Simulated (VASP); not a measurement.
Set up this calculation in VASP 6.6.1, as the native input.

* Task: relaxation of cell and atoms
* Functional: PBE
* Potentials or basis: VASP PAW PBE potentials, release 64 (Zr_sv, O, F)
* Cutoff: 600 eV
* k mesh: 6 × 6 × 4
* Occupations: gaussian, width 0.1 eV
* Spin: no spin polarisation
* Dipole correction: no
* Further INCAR settings: ALGO = Normal; EDIFF = 1e-06; IBRION = 2; EDIFFG = -0.04; NSW = 90; ISIF = 3

The structure of ZrOF2 lies in POSCAR:

```
ZrOF2
1.0
    3.0454084400      0.0000000000      0.0000000000
    0.0000000000      3.0454084400      0.0000000000
    0.0000000000      0.0000000000      4.2893733000
Zr O F
1 1 2
Direct
    0.5000000000      0.5000000000      0.5000000000
    0.0000000000      0.0000000000      0.0000000000
    0.5000000000      0.0000000000      0.7382648000
    0.0000000000      0.5000000000      0.2617352000
```

One way to write it, as run:

INCAR

```
  PREC = Accurate
  ENCUT = 600
  EDIFF = 1E-6
  ISMEAR = 0
  SIGMA = 0.1
  LREAL = F
  LASPH = T
  NELM = 80
  ALGO = Normal
  ISIF = 3
  LWAVE = F
  LCHARG = F
  GGA = PE
  IBRION = 2
  NSW = 90
  EDIFFG = -0.04
```

KPOINTS

```
Automatic mesh
0
Gamma
  6 6 4
```

Potentials or basis: VASP PAW PBE potentials, release 64 (Zr_sv, O, F).

Run with:

```console
$ cat potpaw_PBE.64/Zr_sv/POTCAR potpaw_PBE.64/O/POTCAR potpaw_PBE.64/F/POTCAR > POTCAR
$ mpirun -np 1 vasp_std > vasp.out
```

Results of the run:

```json
{
 "Relaxed volume": "14.46 Å³/atom",
 "Relaxed cell": "a = 3.917 Å, b = 3.917 Å, c = 3.769 Å, α = 90.00°, β = 90.00°, γ = 90.00°",
 "Space group after relaxing (to 0.05 Å)": "P4/mmm (No. 123)",
 "Energy gained by relaxing": "1726.3 meV/atom",
 "Ionic steps": "30",
 "Pressure after relaxing": "-0.2 GPa",
 "Largest force after relaxing": "0.005 eV/Å",
 "Band gap on the k mesh": "zero (band 16 reaches 4.02 eV, above the bottom of band 17 at 3.81 eV)"
}
```

Caveat: the k points lie up to 0.42 Å⁻¹ apart in the final cell; the volume moved by over 15 % at a fixed basis, so the end points are rough.

It took 7.7 min on 1 thread of Oxide Virtual Turin-like Processor (shared host), peak memory 0.15 GiB.
